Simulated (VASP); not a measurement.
# Cu (P6_3/mmc) in VASP: notebook

The runs below take Cu through single point, with PBE.

All numbers are computed with VASP 6.6.1; they aren't measurements. Logs are shortened: lines on timing, memory, paths and dates and some standing lists are left out, and cuts for length are marked.

## 1. The cell of the first run

It takes space group P6_3/mmc (No. 194, hexagonal). Conventional cell: a = 2.505 Å, b = 2.505 Å, c = 4.142 Å, α = 90.00°, β = 90.00°, γ = 120.00°. Cu (site symmetry -6m2) has 12 Cu at 2.50 to 2.53 Å within 3.3 Å.

This isn't the form of Cu at room conditions, which is fcc.

## 2. Single point, PBE (11.25 Å³/atom)

The input, INCAR:

```
SYSTEM = Cu
ALGO = Normal ; EDIFF = 1E-7
ENCUT = 520 ; GGA = PE
ISIF = 2 ; ISMEAR = -1
LASPH = .True. ; LCHARG = .True.
LELF = .True. ; LREAL = .False.
LVHAR = .True. ; LWAVE = .False.
NBANDS = 18 ; NELM = 60
PREC = Accurate ; SIGMA = 0.03
```

The input, KPOINTS:

```
k-points
0
Gamma
  17 17 9
  0 0 0
```

The input, POSCAR:

```
Cu
1.0
    2.5045359423      0.0000000000      0.0000000000
   -1.2522679711      2.1689917507      0.0000000000
    0.0000000000      0.0000000000      4.1416532252
Cu
2
Direct
    0.3333333333      0.6666666667      0.2500000000
    0.6666666667      0.3333333333      0.7500000000
```

Potentials or basis: VASP PAW PBE potentials, release 64 (Cu).

Run with:

```bash
> cat potpaw_PBE.64/Cu/POTCAR > POTCAR
> mpirun -np 1 vasp_std > vasp.out
```

OUTCAR:

```text
SYSTEM = Cu
   EDIFF = 1E-7
   ENCUT = 520
   GGA = PE
   ISIF = 2
   ISMEAR = -1
   LASPH = .True.
   LREAL = .False.
   NELM = 60
   PREC = Accurate

 ion  position               nearest neighbor table
   1  0.333  0.667  0.250-   2 2.53   2 2.53   2 2.53   2 2.53   2 2.53   2 2.53
   2  0.667  0.333  0.750-   1 2.53   1 2.53   1 2.53   1 2.53   1 2.53   1 2.53

  LATTYP: Found a hexagonal cell.
 ALAT       =     2.5045359423
 C/A-ratio  =     1.6536609259

  Lattice vectors:

 A1 = (   2.5045359423,   0.0000000000,   0.0000000000)
 A2 = (  -1.2522679711,   2.1689917507,   0.0000000000)
 A3 = (   0.0000000000,   0.0000000000,   4.1416532252)

Analysis of symmetry for initial positions (statically):
=====================================================================
 Subroutine PRICEL returns:
 Original cell was already a primitive cell.

 Routine SETGRP: Setting up the symmetry group for a
 hexagonal supercell.

 Subroutine GETGRP returns: Found 24 space group operations
 (whereof 12 operations were pure point group operations)
 out of a pool of 24 trial point group operations.

The static configuration has the point symmetry D_3d.
 The point group associated with its full space group is D_6h.

Analysis of symmetry for dynamics (positions and initial velocities):
=====================================================================
 Subroutine PRICEL returns:
 Original cell was already a primitive cell.

 Routine SETGRP: Setting up the symmetry group for a
 hexagonal supercell.

 Subroutine GETGRP returns: Found 24 space group operations
 (whereof 12 operations were pure point group operations)
 out of a pool of 24 trial point group operations.

The dynamic configuration has the point symmetry D_3d.
 The point group associated with its full space group is D_6h.

 Subroutine INISYM returns: Found 24 space group operations
 (whereof 12 operations are pure point group operations),
 and found     1 'primitive' translations

----------------------------------------------------------------------------------------

                                     Primitive cell

  volume of cell :      22.4988

  direct lattice vectors                    reciprocal lattice vectors
     2.504535942  0.000000000  0.000000000     0.399275564  0.230521854  0.000000000
    -1.252267971  2.168991751  0.000000000     0.000000000  0.461043708  0.000000000
     0.000000000  0.000000000  4.141653225     0.000000000  0.000000000  0.241449476

  length of vectors
     2.504535942  2.504535942  4.141653225     0.461043708  0.461043708  0.241449476

  position of ions in fractional coordinates (direct lattice)
     0.333333333  0.666666667  0.250000000
     0.666666667  0.333333333  0.750000000

  ion indices of the primitive-cell ions
   primitive index   ion index
                 1           1
                 2           2

----------------------------------------------------------------------------------------

 KPOINTS: k-points

Automatic generation of k-mesh.
 Grid dimensions read from file:
 generate k-points for:   17   17    9

 Generating k-lattice:

  Cartesian coordinates                     Fractional coordinates (reciprocal lattice)
     0.023486798  0.013560109  0.000000000     0.058823529  0.000000000  0.000000000
     0.000000000  0.027120218  0.000000000     0.000000000  0.058823529  0.000000000
     0.000000000  0.000000000  0.026827720     0.000000000  0.000000000  0.111111111

  Length of vectors
     0.027120218  0.027120218  0.026827720

  Shift w.r.t. Gamma in fractional coordinates (k-lattice)
     0.000000000  0.000000000  0.000000000

 Subroutine IBZKPT returns following result:
 ===========================================

 Found    165 irreducible k-points:

 Following reciprocal coordinates:
            Coordinates               Weight
  0.000000  0.000000  0.000000      1.000000
  0.058824 -0.000000  0.000000      6.000000
  0.117647 -0.000000  0.000000      6.000000
  0.176471  0.000000  0.000000      6.000000
  0.235294 -0.000000  0.000000      6.000000
  0.294118 -0.000000  0.000000      6.000000
[... 16 lines left out ...]
  0.411765  0.117647  0.000000     12.000000
  0.176471  0.176471  0.000000      6.000000
 [... further k-points ...]
   k-points           NKPTS =    165   k-points in BZ     NKDIM =    165   number of bands    NBANDS=     18
   number of dos      NEDOS =    301   number of ions     NIONS =      2
   total plane-waves  NPLWV =  12800
   dimension x,y,z NGX =    20 NGY =   20 NGZ =   32
   dimension x,y,z NGXF=    40 NGYF=   40 NGZF=   64
   ions per type =               2
   NGX,Y,Z   is equivalent  to a cutoff of  13.28, 13.28, 12.84 a.u.
   NGXF,Y,Z  is equivalent  to a cutoff of  26.55, 26.55, 25.69 a.u.
 SYSTEM =  Cu
   PREC   = accura    normal or accurate (medium, high low for compatibility)
   ISTART =      0    job   : 0-new  1-cont  2-samecut
   ICHARG =      2    charge: 1-file 2-atom 10-const
   ISPIN  =      1    spin polarized calculation?
   LNONCOLLINEAR =      F non collinear calculations
   LSORBIT =      F    spin-orbit coupling
   LASPH  =      T    aspherical Exc in radial PAW
   ENCUT  =  520.0 eV  38.22 Ry    6.18 a.u.   4.66  4.66  7.70*2*pi/ulx,y,z
   NELM   =     60;   NELMIN=  2; NELMDL= -5     # of ELM steps
   EDIFF  = 0.1E-06   stopping-criterion for ELM
   LREAL  =      F    real-space projection
   EDIFFG = 0.1E-05   stopping-criterion for IOM
   NSW    =      0    number of steps for IOM
   IBRION =     -1    ionic relax: 0-MD 1-quasi-New 2-CG
   NFREE  =      0    steps in history (QN), initial steepest desc. (CG)
   ISIF   =      2    stress and relaxation
   ISYM   =      2    0-nonsym 1-usesym 2-fastsym
   POTIM  = 0.5000    time-step for ionic-motion
   TEBEG  =    0.0;   TEEND  =   0.0 temperature during run
   PSTRESS=    0.0 pullay stress
   NELECT =      22.0000    total number of electrons
   NUPDOWN=      -1.0000    fix difference up-down
   EMIN   =  10.00;   EMAX   =-10.00  energy-range for DOS
   EFERMI =   0.00;   METHOD = LEGACY
   ISMEAR =    -1;   SIGMA  =   0.03  broadening in eV -4-tet -1-fermi 0-gaus
   EFERMI_NEDOS =   21; number of points for ismear=-14 and -15
   IALGO  =     38    algorithm
   IMIX   =      4    mixing-type and parameters
     AMIX     =   0.40;   BMIX     =  1.00
     AMIX_MAG =   1.60;   BMIX_MAG =  1.00
  volume/ion in A,a.u.               =      11.25        75.91
  Fermi-wavevector in a.u.,A,eV,Ry     =   1.624910  3.070635 35.923923  2.640334
  Thomas-Fermi vector in A             =   2.718120
   LORBIT       =      0    0 simple, 1 ext, 2 COOP (PROOUT), +10 PAW based schemes
   GGA     = PE    functional components
   LHFCALC =     F    Hartree Fock is set to
   AEXX    =    0.0000 exact exchange contribution
   IVDW    =     0    specifies the selected vdW correction
   LEPSILON=     F    determine dielectric tensor
   LRPA    =     F    only Hartree local field effects (RPA)
 non-spin polarized calculation
  energy-cutoff  :      520.00
  volume of cell :       22.50
 maximum number of plane-waves:       622
 NGX is ok and might be reduce to    20
   NGX =  9   NGY =  9   NGZ = 15

 number of electron      21.9999994 magnetization

 Free energy of the ion-electron system (eV)
  ---------------------------------------------------
  ext. energy  EPLUGINS =         0.00000000
  ---------------------------------------------------
  free energy    TOTEN  =        -7.39203074 eV

  energy without entropy =       -7.38998599  energy(sigma->0) =       -7.39100837

 E-fermi :   8.2378     XC(G=0): -13.0111

 val. band max:        8.2061439318   @ k =   0.4706  -0.0000   0.4444
 cond. band min:       8.2449032143   @ k =   0.2941   0.1765   0.4444
 fundamental gap:      0.0387592824
 Fermi energy:         8.2377617500

 k-point     1 :       0.0000    0.0000    0.0000
  band No.  band energies     occupation
      1      -1.5242      2.00000
      2       2.8136      2.00000
      3       4.9687      2.00000
      4       5.0731      2.00000
      5       5.0731      2.00000
      6       5.2870      2.00000
[... 10 lines left out ...]
     17      32.3579      0.00000
     18      32.5869      0.00000

 k-point     2 :       0.0588   -0.0000    0.0000
  band No.  band energies     occupation
      1      -1.4070      2.00000
      2       2.8841      2.00000
      3       4.9125      2.00000
      4       5.1174      2.00000
      5       5.1185      2.00000
      6       5.2640      2.00000
[... 10 lines left out ...]
     17      32.4624      0.00000
     18      33.1906      0.00000

 k-point     3 :       0.1176   -0.0000    0.0000
  band No.  band energies     occupation
      1      -1.0595      2.00000
      2       3.0804      2.00000
      3       4.7951      2.00000
      4       5.1605      2.00000
      5       5.2452      2.00000
      6       5.2464      2.00000
[... 10 lines left out ...]
     17      32.4335      0.00000
     18      33.2582      0.00000

 k-point     4 :       0.1765    0.0000    0.0000
  band No.  band energies     occupation
      1      -0.4949      2.00000
      2       3.3507      2.00000
      3       4.6577      2.00000
      4       4.7705      2.00000
      5       5.0781      2.00000
      6       5.4026      2.00000
[... 375 lines left out ...]
      4       4.5899      2.00000
      5       4.9484      2.00000
      6       5.1513      2.00000
[... 10 lines left out ...]
     17      21.7711      0.00000
     18      27.3821      0.00000

 k-point    23 :       0.4118    0.1176    0.0000
  band No.  band energies     occupation
      1       3.2818      2.00000
      2       3.5280      2.00000
      3       3.6719      2.00000
      4       4.7577      2.00000
      5       4.9604      2.00000
      6       5.0634      2.00000
[... 10 lines left out ...]
     17      20.2900      0.00000
     18      27.1688      0.00000

 k-point    24 :       0.1765    0.1765    0.0000
  band No.  band energies     occupation
      1       1.3582      2.00000
      2       3.9198      2.00000
      3       4.0793      2.00000
      4       4.2441      2.00000
      5       5.0076      2.00000
      6       5.0518      2.00000
[... 10 lines left out ...]
     17      26.8170      0.00000
     18      27.6265      0.00000

 [... further k-points ...]
[... 5 lines left out ...]
  --------------------------------------------------------------------------------------
  -------------------------------------------------------------------------------------
  Total        1.5070913      1.5070913      1.4573850      0.0000000     -0.0000000     -0.0000000
  in kB      107.3226141    107.3226141    103.7829446      0.0000000     -0.0000000     -0.0000000
  external PRESSURE =     106.1427243 kB  Pullay stress =       0.0000000 kB

 VOLUME and BASIS-vectors are now :
 -----------------------------------------------------------------------------
  energy-cutoff  :      520.00
  volume of cell :       22.50
      direct lattice vectors                 reciprocal lattice vectors
     2.504535942  0.000000000  0.000000000     0.399275564  0.230521854  0.000000000
    -1.252267971  2.168991751  0.000000000     0.000000000  0.461043708  0.000000000
     0.000000000  0.000000000  4.141653225     0.000000000  0.000000000  0.241449476

 POSITION                                       TOTAL-FORCE (eV/Angst)
 -----------------------------------------------------------------------------------
     -0.00000      1.44599      1.03541         0.000000     -0.000000      0.000000
      1.25227      0.72300      3.10624        -0.000000      0.000000      0.000000
 -----------------------------------------------------------------------------------
    total drift:                                0.000000     -0.000000      0.000000

  FREE ENERGIE OF THE ION-ELECTRON SYSTEM (eV)
  ---------------------------------------------------
  free  energy   TOTEN  =        -7.3920307426 eV

  energy  without entropy=       -7.3899859879  energy(sigma->0) =       -7.39100837
```

Wall time 87 s (1 thread of Intel Xeon 8259CL, shared host); peak memory 0.18 GiB.

What came out:

| Property | Result |
| --- | --- |
| Free energy | -7.3920 eV |
| Pressure | 10.6 GPa |
| Band gap on the k mesh | zero (bands 11 and 12 overlap by 5.82 eV) |

Levels at points of the mesh, in eV from the Fermi level:
```csv
k point,band 8,band 9,band 10,band 11,band 12,band 13,band 14,band 15
"(0.00, 0.00, 0.00)",-2.59,-2.59,-1.83,-1.83,-1.29,3.79,21.88,22.75
```

Caveat: the cell stands under pressure.

## 3. Single point, PBE (11.72 Å³/atom)

This run uses another cell than the first one, of 11.72 Å³/atom.

The input, INCAR:

```
PREC = Accurate ; ENCUT = 520
EDIFF = 1E-7 ; ISMEAR = -1
SIGMA = 0.03 ; LREAL = False
LASPH = True ; NELM = 80
ALGO = Normal ; ISIF = 2
LWAVE = False ; LCHARG = False
GGA = PE ; NBANDS = 18
```

The input, KPOINTS:

```
regular mesh
0
Gamma
  17 17 9
```

The input, POSCAR:

```
Cu
1.0
    2.5391188357      0.0000000000      0.0000000000
   -1.2695594178      2.1989414149      0.0000000000
    0.0000000000      0.0000000000      4.1988416048
Cu
2
Direct
    0.3333333333      0.6666666667      0.2500000000
    0.6666666667      0.3333333333      0.7500000000
```

Potentials or basis: VASP PAW PBE potentials, release 64 (Cu).

Run with:

```bash
> cat potpaw_PBE.64/Cu/POTCAR > POTCAR
> mpirun -np 1 vasp_std > vasp.out
```

Wall time 81 s (1 thread of Intel Xeon 8259CL, shared host); peak memory 0.18 GiB.

The run converged. Its results:

| Property | Result |
| --- | --- |
| Free energy | -7.4337 eV |
| Pressure | 3.6 GPa |
| Band gap on the k mesh | zero (bands 11 and 12 overlap by 5.66 eV) |

Levels at points of the mesh, in eV from the Fermi level:
```
           k point  band 9  band 10  band 11  band 12  band 13  band 14
(0.00, 0.00, 0.00)   -2.50    -1.78    -1.78    -1.17     3.58    21.55
```

Caveat: the cell stands under pressure.

(Part 1 of 2 ends here.)
